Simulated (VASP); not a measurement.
# Sc (Fm-3m) in VASP: a series of runs

Sc is run at these levels: r2SCAN; tasks: single point.

Program: VASP 6.6.1. These are calculated values, not measurements. Logs are shortened: lines on timing, memory, paths and dates and some standing lists are left out, and cuts for length are marked.

## (1) The cell of the first run

Symmetry: Fm-3m, No. 225, cubic system. Conventional cell: a = 4.541 Å, b = 4.541 Å, c = 4.541 Å, α = 90.00°, β = 90.00°, γ = 90.00°. Sc (site symmetry m-3m) has 12 Sc at 3.21 Å within 4.2 Å.

## (2) Single point, r2SCAN

The input, POSCAR:

```
Sc
1.0
    0.0000000000      2.2705000000      2.2705000000
    2.2705000000      0.0000000000      2.2705000000
    2.2705000000      2.2705000000      0.0000000000
Sc
1
Direct
    0.0000000000      0.0000000000      0.0000000000
```

The input, INCAR.step1:

```
  ALGO = Normal
  EDIFF = 1E-4
  ENCUT = 520
  GGA = PE
  ISMEAR = 0
  LASPH = T
  LCHARG = F
  LREAL = F
  LWAVE = T
  NBANDS = 12
  NELM = 100
  PREC = Accurate
  SIGMA = 0.15
```

The input, INCAR.step2:

```
  ALGO = Normal
  EDIFF = 1E-6
  ENCUT = 520
  ISIF = 2
  ISMEAR = 0
  ISTART = 1
  LASPH = T
  LCHARG = F
  LMIXTAU = T
  LREAL = F
  LWAVE = F
  METAGGA = R2SCAN
  NBANDS = 12
  NELM = 100
  PREC = Accurate
  SIGMA = 0.15
```

The input, KPOINTS:

```
k-points
0
Gamma
  18 18 18
```

Potentials or basis: VASP PAW PBE potentials, release 64 (Sc_sv).

On the command line:

```bash
cat potpaw_PBE.64/Sc_sv/POTCAR > POTCAR
cp INCAR.step1 INCAR
mpirun -np 1 vasp_std > vasp.out
cp INCAR.step2 INCAR
mpirun -np 1 vasp_std > vasp.out
```

OUTCAR:

```text
EDIFF = 1E-6
   ENCUT = 520
   ISIF = 2
   ISMEAR = 0
   ISTART = 1
   LASPH = T
   LREAL = F
   METAGGA = R2SCAN
   NELM = 100
   PREC = Accurate

 ion  position               nearest neighbor table
   1  0.000  0.000  0.000-

  LATTYP: Found a face centered cubic cell.
 ALAT       =     4.5410000000

  Lattice vectors:

 A1 = (   0.0000000000,   2.2705000000,   2.2705000000)
 A2 = (   2.2705000000,   0.0000000000,   2.2705000000)
 A3 = (   2.2705000000,   2.2705000000,   0.0000000000)

Analysis of symmetry for initial positions (statically):
=====================================================================
 Subroutine PRICEL returns:
 Original cell was already a primitive cell.

 Routine SETGRP: Setting up the symmetry group for a
 face centered cubic supercell.

 Subroutine GETGRP returns: Found 48 space group operations
 (whereof 48 operations were pure point group operations)
 out of a pool of 48 trial point group operations.

The static configuration has the point symmetry O_h .

Analysis of symmetry for dynamics (positions and initial velocities):
=====================================================================
 Subroutine PRICEL returns:
 Original cell was already a primitive cell.

 Routine SETGRP: Setting up the symmetry group for a
 face centered cubic supercell.

 Subroutine GETGRP returns: Found 48 space group operations
 (whereof 48 operations were pure point group operations)
 out of a pool of 48 trial point group operations.

The dynamic configuration has the point symmetry O_h .

 Subroutine INISYM returns: Found 48 space group operations
 (whereof 48 operations are pure point group operations),
 and found     1 'primitive' translations

----------------------------------------------------------------------------------------

                                     Primitive cell

  volume of cell :      23.4096

  direct lattice vectors                    reciprocal lattice vectors
     0.000000000  2.270500000  2.270500000    -0.220215811  0.220215811  0.220215811
     2.270500000  0.000000000  2.270500000     0.220215811 -0.220215811  0.220215811
     2.270500000  2.270500000  0.000000000     0.220215811  0.220215811 -0.220215811

  length of vectors
     3.210971893  3.210971893  3.210971893     0.381424974  0.381424974  0.381424974

  position of ions in fractional coordinates (direct lattice)
     0.000000000  0.000000000  0.000000000

  ion indices of the primitive-cell ions
   primitive index   ion index
[... 75 lines left out ...]
   EDIFFG = 0.1E-04   stopping-criterion for IOM
   NSW    =      0    number of steps for IOM
   IBRION =     -1    ionic relax: 0-MD 1-quasi-New 2-CG
   NFREE  =      0    steps in history (QN), initial steepest desc. (CG)
   ISIF   =      2    stress and relaxation
   ISYM   =      2    0-nonsym 1-usesym 2-fastsym
   POTIM  = 0.5000    time-step for ionic-motion
   TEBEG  =    0.0;   TEEND  =   0.0 temperature during run
   PSTRESS=    0.0 pullay stress
   NELECT =      11.0000    total number of electrons
   NUPDOWN=      -1.0000    fix difference up-down
   EMIN   =  10.00;   EMAX   =-10.00  energy-range for DOS
   EFERMI =   0.00;   METHOD = LEGACY
   ISMEAR =     0;   SIGMA  =   0.15  broadening in eV -4-tet -1-fermi 0-gaus
   EFERMI_NEDOS =   21; number of points for ismear=-14 and -15
   IALGO  =     38    algorithm
   IMIX   =      4    mixing-type and parameters
     AMIX     =   0.40;   BMIX     =  1.00
     AMIX_MAG =   1.60;   BMIX_MAG =  1.00
  volume/ion in A,a.u.               =      23.41       157.98
  Fermi-wavevector in a.u.,A,eV,Ry     =   1.272744  2.405136 22.039751  1.619876
  Thomas-Fermi vector in A             =   2.405605
   LORBIT       =      0    0 simple, 1 ext, 2 COOP (PROOUT), +10 PAW based schemes
   METAGGA = R2SCAN    functional components
   LHFCALC =     F    Hartree Fock is set to
   AEXX    =    0.0000 exact exchange contribution
   IVDW    =     0    specifies the selected vdW correction
   LEPSILON=     F    determine dielectric tensor
   LRPA    =     F    only Hartree local field effects (RPA)
 non-spin polarized calculation
 Gauss-broadening in eV      SIGMA  =   0.15
  energy-cutoff  :      520.00
  volume of cell :       23.41
 maximum number of plane-waves:       646
   NGX = 11   NGY = 11   NGZ = 11

 number of electron      10.9999998 magnetization

 Free energy of the ion-electron system (eV)
  ---------------------------------------------------
  ext. energy  EPLUGINS =         0.00000000
  ---------------------------------------------------
  free energy    TOTEN  =       -11.28506264 eV

  energy without entropy =      -11.26437272  energy(sigma->0) =      -11.27471768

 E-fermi :   4.0984     XC(G=0): -10.8362

 val. band max:        4.0941820452   @ k =   0.5000   0.2778   0.1111
 cond. band min:       4.0998022895   @ k =  -0.2778   0.3333   0.1111
 fundamental gap:      0.0056202443
 Fermi energy:         4.0983721967

 k-point     1 :       0.0000    0.0000    0.0000
  band No.  band energies     occupation
      1     -47.3050      2.00000
      2     -24.7075      2.00000
      3     -24.7075      2.00000
      4     -24.7074      2.00000
      5      -1.5734      2.00000
      6       5.9722      0.00000
      7       5.9722      0.00000
      8       5.9722      0.00000
      9       7.5364      0.00000
     10       7.5364      0.00000
     11      17.3503      0.00000
     12      21.2781      0.00000
[... 331 lines left out ...]
 k-point    24 :      -0.2222    0.0556    0.0000
  band No.  band energies     occupation
      1     -47.2671      2.00000
      2     -24.9450      2.00000
      3     -24.7530      2.00000
      4     -24.7320      2.00000
      5      -0.0168      2.00000
      6       4.9849      0.00000
      7       6.1534      0.00000
      8       6.2720      0.00000
      9       7.3113      0.00000
     10       7.7605      0.00000
     11      15.7241      0.00000
     12      18.0399      0.00000

 [... further k-points ...]
[... 5 lines left out ...]
  --------------------------------------------------------------------------------------
  -------------------------------------------------------------------------------------
  Total        0.6258655      0.6258655      0.6258655      0.0000000      0.0000000     -0.0000000
  in kB       42.8348364     42.8348364     42.8348364      0.0000000      0.0000000     -0.0000000
  external PRESSURE =      42.8348364 kB  Pullay stress =       0.0000000 kB

 VOLUME and BASIS-vectors are now :
 -----------------------------------------------------------------------------
  energy-cutoff  :      520.00
  volume of cell :       23.41
      direct lattice vectors                 reciprocal lattice vectors
     0.000000000  2.270500000  2.270500000    -0.220215811  0.220215811  0.220215811
     2.270500000  0.000000000  2.270500000     0.220215811 -0.220215811  0.220215811
     2.270500000  2.270500000  0.000000000     0.220215811  0.220215811 -0.220215811

 POSITION                                       TOTAL-FORCE (eV/Angst)
 -----------------------------------------------------------------------------------
      0.00000      0.00000      0.00000         0.000000      0.000000      0.000000
 -----------------------------------------------------------------------------------
    total drift:                                0.000000      0.000000     -0.000000

  FREE ENERGIE OF THE ION-ELECTRON SYSTEM (eV)
  ---------------------------------------------------
  free  energy   TOTEN  =       -11.2850626428 eV

  energy  without entropy=      -11.2643727179  energy(sigma->0) =      -11.27471768
```

OSZICAR.step1:

```text
N       E                     dE             d eps       ncg     rms          rms(c)
DAV:   1     0.750369081513E+02    0.75037E+02   -0.51330E+03  4696   0.906E+02
DAV:   2    -0.539125988715E+01   -0.80428E+02   -0.78802E+02  4680   0.287E+02
DAV:   3    -0.681920894217E+01   -0.14279E+01   -0.13927E+01  6208   0.506E+01
DAV:   4    -0.684314049293E+01   -0.23932E-01   -0.23918E-01  5860   0.521E+00
DAV:   5    -0.684352029402E+01   -0.37980E-03   -0.37979E-03  6252   0.632E-01    0.557E+00
DAV:   6    -0.627639796893E+01    0.56712E+00   -0.85578E-01  7036   0.134E+01    0.166E+00
DAV:   7    -0.620456778071E+01    0.71830E-01   -0.16671E-01  7388   0.567E+00    0.549E-01
DAV:   8    -0.620063259186E+01    0.39352E-02   -0.12583E-02  5768   0.160E+00    0.160E-01
DAV:   9    -0.620017252169E+01    0.46007E-03   -0.18171E-03  7048   0.630E-01    0.292E-02
DAV:  10    -0.620016599429E+01    0.65274E-05   -0.46882E-05  2780   0.961E-02
   1 F= -.62001660E+01 E0= -.61898286E+01  d E =-.206747E-01
```

It took 1.9 min on 1 thread of AMD EPYC 9R45 (Zen 5), shared host; peak memory 0.15 GiB.

What came out:

- Free energy: -11.2851 eV
- Pressure: 4.3 GPa

Caveat: the PAW data sets were made with another functional, which shifts forces and pressure a little.

## (3) Single point, r2SCAN

POSCAR is that of step 2.

The input, INCAR.step1:

```
SYSTEM = Sc
PREC = Accurate
ENCUT = 520
ISMEAR = 0
SIGMA = 0.15
LREAL = .False.
LASPH = .True.
NELM = 100
NBANDS = 12
GGA = PE
ALGO = Normal
EDIFF = 1E-4
LWAVE = .True.
LCHARG = .False.
```

The input, INCAR.step2:

```
SYSTEM = Sc
PREC = Accurate
ENCUT = 520
EDIFF = 1E-6
ISMEAR = 0
SIGMA = 0.15
LREAL = .False.
LASPH = .True.
NELM = 100
ALGO = Normal
ISIF = 2
LWAVE = .False.
LCHARG = .False.
METAGGA = R2SCAN
LMIXTAU = .True.
NBANDS = 12
ISTART = 1
```

The input, KPOINTS:

```
Automatic mesh
0
Gamma
  20 20 20
  0 0 0
```

Potentials or basis: VASP PAW PBE potentials, release 64 (Sc_sv).

On the command line:

```bash
cat potpaw_PBE.64/Sc_sv/POTCAR > POTCAR
cp INCAR.step1 INCAR
mpirun -np 1 vasp_std > vasp.out
cp INCAR.step2 INCAR
mpirun -np 1 vasp_std > vasp.out
```

Run time: 2.6 min. Hardware: 1 thread of AMD EPYC 9R45 (Zen 5), shared host; peak memory 0.16 GiB.

The run converged. Its results:

```yaml
Free_energy: -11.2851 eV
Pressure: 4.3 GPa
```

Levels at points of the mesh, in eV from the Fermi level:
```tsv
k point	band 1	band 2	band 3	band 4	band 5	band 6	band 7	band 8	band 9	band 10
(0.00, 0.00, 0.00)	-51.40	-28.81	-28.81	-28.81	-5.67	1.87	1.87	1.87	3.44	3.44
(0.50, 0.00, 0.00)	-51.33	-29.30	-28.87	-28.87	-1.89	0.15	1.74	1.74	4.40	4.40
(0.50, 0.50, 0.00)	-51.30	-29.26	-28.98	-28.98	-1.70	-0.67	2.06	4.41	4.65	4.65
```

Caveat: the PAW data sets were made with another functional, which shifts forces and pressure a little.
